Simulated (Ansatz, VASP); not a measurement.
Two plane-wave programs on La

```
La
1.0
     3.76882    0.00000    0.00000
    -1.88441    3.26389    0.00000
     0.00000    0.00000   12.07666
La
4
Direct
  0.00000 0.00000 0.00000
  0.00000 0.00000 0.50000
  0.33333 0.66667 0.75000
  0.66667 0.33333 0.25000
```

Alike in both runs: task relaxation of cell and atoms; functional PBE; k mesh 15 × 15 × 4; occupations fermi-dirac, width 0.15 eV; no spin polarisation.

```csv
,VASP,Ansatz
version,VASP 6.6.1,Ansatz 0.2.0
potentials or method,"VASP PAW PBE potentials, release 64 (La), cutoff 500 eV","scalar-relativistic, plane waves, PAW"
valence electrons in the cell,44,44
```

|  | VASP | Ansatz | Ansatz less VASP |
| --- | --- | --- | --- |
| gap on the k mesh at the Fermi level, each at its own relaxed structure (eV) | none | none | - |
| relaxed volume (Å³/atom) | 37.55 | 37.47 | -0.080 |
| relaxed length of the cell vector where the two differ most in proportion (Å) | 3.777 | 3.774 | -0.0031 |

A gap of «none» marks a metal or a gap that the smearing closes.

Spin-orbit coupling is off throughout.
